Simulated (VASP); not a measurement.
CsPbCl3:

```xyz
5
Lattice="5.6050 0.0000 0.0000 0.0000 5.6050 0.0000 0.0000 0.0000 5.6050" Properties=species:S:1:pos:R:3 pbc="T T T"
Pb    2.8025    2.8025    2.8025
Cs    0.0000    0.0000    0.0000
Cl    2.8025    0.0000    2.8025
Cl    0.0000    2.8025    2.8025
Cl    2.8025    2.8025    0.0000
```

* Program: VASP 6.6.1
* Task: relaxation of cell and atoms
* Functional: BLYP
* Potentials or basis: VASP PAW PBE potentials, release 64 (Pb_d, Cs_sv, Cl)
* Cutoff: 600 eV
* k mesh: 5 × 5 × 5
* Occupations: fermi-dirac, width 0.05 eV
* Spin: no spin polarisation

At the start: pressure 3.2 GPa; volume 35.22 Å³/atom.

**Question.** How do energy, volume and symmetry change on relaxing?

**Answer.** Over 3 steps the energy falls by 41.9 meV/atom and the volume is 39.92 Å³/atom (+13.4 %); space group Pm-3m (No. 221, to 0.1 Å) before and after.

Step by step:
| step | energy change (eV) | largest force (eV/Å) | pressure (GPa) | volume (Å³) |
| --- | --- | --- | --- | --- |
| 1 | 0.0000 | 0.0000 | 3.24 | 176.09 |
| 2 | -0.2033 | 0.0000 | 0.46 | 194.88 |
| 3 | -0.2096 | 0.0000 | -0.03 | 199.60 |

Final structure:
```yaml
crystal:
  lattice:
    - [5.84415, 0.00000, 0.00000]
    - [0.00000, 5.84415, 0.00000]
    - [0.00000, 0.00000, 5.84415]
  atoms:
    - { symbol: Pb, position: [0.50000, 0.50000, 0.50000] }
    - { symbol: Cs, position: [0.00000, 0.00000, 0.00000] }
    - { symbol: Cl, position: [0.50000, 0.00000, 0.50000] }
    - { symbol: Cl, position: [0.00000, 0.50000, 0.50000] }
    - { symbol: Cl, position: [0.50000, 0.50000, 0.00000] }
```

Caveat: the PAW data sets were made with another functional, which shifts forces and pressure a little.
